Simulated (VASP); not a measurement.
Crystal: NiO.

```
CELL_PARAMETERS angstrom
0.00000 2.12681 2.12681
2.12681 0.00000 2.12681
2.12681 2.12681 0.00000
ATOMIC_POSITIONS crystal
Ni 0.00000 0.00000 0.00000
O 0.50000 0.50000 0.50000
```

Base run:

```yaml
Program: VASP 6.6.1
Functional: BLYP
Dispersion: D4
Potentials_or_basis: VASP PAW PBE potentials, release 64 (Ni, O)
Cutoff: 520 eV
k_mesh: 11 × 11 × 11
Occupations: fermi-dirac, width 0.05 eV
Spin: collinear spin, ferromagnetic start
Starting_moments: "[1.0, 0.0] μB"
```

Its results: pressure -6.6 GPa; net moment 1.79 μB per cell; site moments Ni +1.46; O +0.28 μB.

The run is repeated on the same cell with these changes: dispersion from D4 to D3(BJ). What comes out?

Pressure -6.0 GPa; net moment 1.79 μB per cell; site moments Ni +1.46; O +0.28 μB.

Caveats: the cell stands under tension; the PAW data sets were made with another functional, which shifts forces and pressure a little; a cell with one magnetic atom can't hold antiferromagnetic order, which such compounds often take.
